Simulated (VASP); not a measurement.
## PtS2: single point with PBE+D3(BJ)

PtS2, a slab with vacuum:

```
S Pt
1.0
     3.54153    0.00000    0.00000
    -1.77076    3.06705    0.00000
     0.00000    0.00000   22.46706
S Pt
4 2
Direct
  0.66667 0.33333 0.20029
  0.33333 0.66667 0.31083
  0.33333 0.66667 0.52181
  0.66667 0.33333 0.63235
  0.00000 0.00000 0.25556
  0.00000 0.00000 0.57708
```

```
Program                : VASP 6.6.1
Task                   : single point
Functional             : PBE
Dispersion             : D3(BJ)
Potentials or basis    : VASP PAW PBE potentials, release 64 (S, Pt)
Cutoff                 : 520 eV
k mesh                 : 9 × 9 × 1
Occupations            : gaussian, width 0.05 eV
Spin                   : no spin polarisation
Dipole correction      : yes
Further INCAR settings : ALGO = Normal; EDIFF = 1e-06; NBANDS = 31
```

```json
{
 "Largest force": "0.043 eV/Å",
 "Band gap on the k mesh": "1.76 eV (least direct gap 1.83 eV)",
 "Dispersion energy per atom": "-0.292 eV"
}
```

Forces in eV/Å, atoms in the order of the input:
```
S    0.000  0.000  0.043
S    0.000  0.000 -0.002
S    0.000  0.000  0.002
S    0.000  0.000 -0.043
Pt   0.000  0.000  0.022
Pt   0.000  0.000 -0.022
```

Levels at points of the mesh, in eV from the valence-band top:
| k point | band 20 | band 21 | band 22 | band 23 | band 24 | band 25 |
| --- | --- | --- | --- | --- | --- | --- |
| (0.00, 0.00, 0.00) | -0.24 | -0.24 | -0.24 | 3.23 | 3.23 | 3.24 |

Wall time 4.1 min on 1 thread of Intel Xeon 8259CL (shared host), peak memory 0.39 GiB.

Caveat: spin-orbit coupling is left out, which moves the levels of the heavy elements.
